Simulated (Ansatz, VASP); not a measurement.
## WC: VASP beside Ansatz

File INCAR:

```
SYSTEM = WC
PREC = Accurate
ENCUT = 520
EDIFF = 1E-6
ISMEAR = 0
SIGMA = 0.15
LREAL = .FALSE.
LASPH = .TRUE.
NELM = 100
ALGO = Normal
ISIF = 2
LWAVE = .FALSE.
LCHARG = .TRUE.
GGA = PE
LELF = .TRUE.
LVHAR = .TRUE.
NBANDS = 16
```

KPOINTS

```
regular mesh
0
G
  18 18 16
  0 0 0
```

The input POSCAR:

```
WC
1.0
    3.0165214934      0.0000000000      0.0000000000
   -1.5082607467      2.6123842444      0.0000000000
    0.0000000000      0.0000000000      2.9421600000
W C
1 1
Direct
    0.0000000000      0.0000000000      0.0000000000
    0.6666666667      0.3333333333      0.5000000000
```

Input for Ansatz:

```yaml
crystal:
  lattice:
    - [3.0165214934, 0.0, 0.0]
    - [-1.5082607467, 2.6123842444, 0.0]
    - [0.0, 0.0, 2.94216]
  atoms:
    - { symbol: W, position: [0.0, 0.0, 0.0] }
    - { symbol: C, position: [0.6666666667, 0.3333333333, 0.5] }
basis:
  ecutwfc: 420
kpoints:
  mp_grid: { grid: [18, 18, 16] }
hamiltonian:
  xc: pbe
scf:
  occupations: { method: gaussian, width: 0.15 }
output:
  forces: true
  stress: true
  eigenvalues: true
```

Change from the starting cell: strain +0.040 along x and y, +0.040 along z, atoms carried along.

Alike in both runs: task single point; functional PBE; k mesh 18 × 18 × 16; occupations gaussian, width 0.15 eV; no spin polarisation.

```csv
,VASP,Ansatz
version,VASP 6.6.1,Ansatz 0.2.0
potentials or method,"VASP PAW PBE potentials, release 64 (W_sv, C), cutoff 520 eV","scalar-relativistic, plane waves, PAW"
valence electrons in the cell,18,18
```

|  | VASP | Ansatz | Ansatz less VASP |
| --- | --- | --- | --- |
| gap on the k mesh at the Fermi level (eV) | none | none | - |
| pressure (GPa) | -29.7 | -30.3 | -0.67 |
| traceless stress, the component that is largest in VASP (GPa) | -3.63 | -3.78 | -0.150 |

A gap of «none» marks a metal or a gap that the smearing closes. Both programs put the cell under strong tension, so it lies far from rest at this level. The functional is the same, so the differences come from potentials, cutoffs and numerics.

Spin-orbit coupling is off throughout.
